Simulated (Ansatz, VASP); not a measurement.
**F: VASP beside Ansatz**

```
CELL_PARAMETERS angstrom
-1.30704 1.30704 1.30704
1.30704 -1.30704 1.30704
1.30704 1.30704 -1.30704
ATOMIC_POSITIONS crystal
F 0.00000 0.00000 0.00000
```

Change from the starting cell: volume scaled by 0.88, LAPW.

Alike in both runs: task single point; functional PBE; k mesh 18 × 18 × 18; occupations fermi-dirac, width 0.08 eV; no spin polarisation.

|  | VASP | Ansatz |
| --- | --- | --- |
| version | VASP 6.6.1 | Ansatz 0.2.0 |
| potentials or method | VASP PAW PBE potentials, release 64 (F), cutoff 520 eV | all-electron LAPW, scalar-relativistic |

|  | VASP | Ansatz | Ansatz less VASP |
| --- | --- | --- | --- |
| pressure (GPa) | 8.4 | 9.2 | +0.76 |

Ansatz ran all-electron here, and VASP with PAW potentials.
